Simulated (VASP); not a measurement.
Set up this calculation in VASP 6.6.1, as the native input.

- Task: single point
- Functional: r2SCAN
- Potentials or basis: VASP PAW PBE potentials, release 64 (Os)
- Cutoff: 520 eV
- k mesh: 6 × 6 × 4
- Occupations: gaussian, width 0.1 eV
- Spin: no spin polarisation
- Dipole correction: no
- Further INCAR settings: ALGO = Normal; EDIFF = 1e-07; NBANDS = 24

The system is Os.

```
Os
1.0
     2.06226   -3.49515    0.00000
     2.06226    3.49515    0.00000
     0.00000    0.00000    4.13000
Os
4
Direct
  0.15250 0.84750 0.07850
  0.65250 0.34750 0.42150
  0.84750 0.15250 0.92150
  0.34750 0.65250 0.57850
```

One way to write it, as run:

POSCAR

```
Os
1.0
    2.0622585485     -3.4951457981      0.0000000000
    2.0622585485      3.4951457981      0.0000000000
    0.0000000000      0.0000000000      4.1300034079
Os
4
Direct
    0.1525000000      0.8475000000      0.0785000000
    0.6525000000      0.3475000000      0.4215000000
    0.8475000000      0.1525000000      0.9215000000
    0.3475000000      0.6525000000      0.5785000000
```

INCAR.step1

```
SYSTEM = Os
  PREC = Accurate
  ENCUT = 520
  ISMEAR = 0
  SIGMA = 0.1
  LREAL = .False.
  LASPH = .True.
  NELM = 60
  NBANDS = 24
  GGA = PE
  ALGO = Normal
  EDIFF = 1E-4
  LWAVE = .True.
  LCHARG = .False.
```

INCAR.step2

```
SYSTEM = Os
  PREC = Accurate
  ENCUT = 520
  EDIFF = 1E-7
  ISMEAR = 0
  SIGMA = 0.1
  LREAL = .False.
  LASPH = .True.
  NELM = 60
  ALGO = Normal
  ISIF = 2
  LWAVE = .False.
  LCHARG = .True.
  METAGGA = R2SCAN
  LMIXTAU = .True.
  LELF = .True.
  LVHAR = .True.
  NBANDS = 24
  ISTART = 1
```

KPOINTS

```
Automatic mesh
0
Gamma
  6 6 4
  0 0 0
```

Potentials or basis: VASP PAW PBE potentials, release 64 (Os).

Launch:

```sh
$ cat potpaw_PBE.64/Os/POTCAR > POTCAR
$ cp INCAR.step1 INCAR
$ mpirun -np 1 vasp_std > vasp.out
$ cp INCAR.step2 INCAR
$ mpirun -np 1 vasp_std > vasp.out
```

Results of the run:

```yaml
Pressure: 56.8 GPa
Largest_force: 0.644 eV/Å
Band_gap_on_the_k_mesh: zero (band 16 reaches 8.97 eV, above the bottom of band 17 at 8.16 eV)
```

Caveat: the k points lie up to 0.38 Å⁻¹ apart; the PAW data sets were made with another functional, which shifts forces and pressure a little; spin-orbit coupling is left out, which moves the levels of the heavy elements.

It took 2.1 min on 1 thread of Intel(R) Xeon(R) Platinum 8488C (Sapphire Rapids), with other jobs on the host, peak memory 0.19 GiB.
